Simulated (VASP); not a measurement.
A run of VASP 6.6.1 is set up as follows.

Contents of INCAR:

```
PREC = Accurate ; ENCUT = 520
EDIFF = 1E-6 ; ISMEAR = -1
SIGMA = 0.05 ; LREAL = F
LASPH = T ; NELM = 150
ALGO = Normal ; ISIF = 2
LWAVE = F ; LCHARG = F
ISPIN = 2 ; MAGMOM = 3 0
LORBIT = 11 ; LMAXMIX = 4
GGA = PE ; NBANDS = 18
```

The input KPOINTS:

```
Automatic mesh
0
Gamma
  10 10 10
```

POSCAR

```
FeO
1.0
    2.6124696300      0.0000000000      0.0000000000
    0.0000000000      2.6124696300      0.0000000000
    0.0000000000      0.0000000000      2.6124696300
Fe O
1 1
Direct
    0.0000000000      0.0000000000      0.0000000000
    0.5000000000      0.5000000000      0.5000000000
```

Potentials or basis: VASP PAW PBE potentials, release 64 (Fe, O).

Command:

```sh
$ cat potpaw_PBE.64/Fe/POTCAR potpaw_PBE.64/O/POTCAR > POTCAR
$ mpirun -np 1 vasp_std > vasp.out
```

(1) Estimate the site moments.

(2) What does it give for the pressure?

Results:

(1) Fe +3.53; O +0.38 μB.

(2) 9.3 GPa.

Caveat: a cell with one magnetic atom can't hold antiferromagnetic order, which such compounds often take.
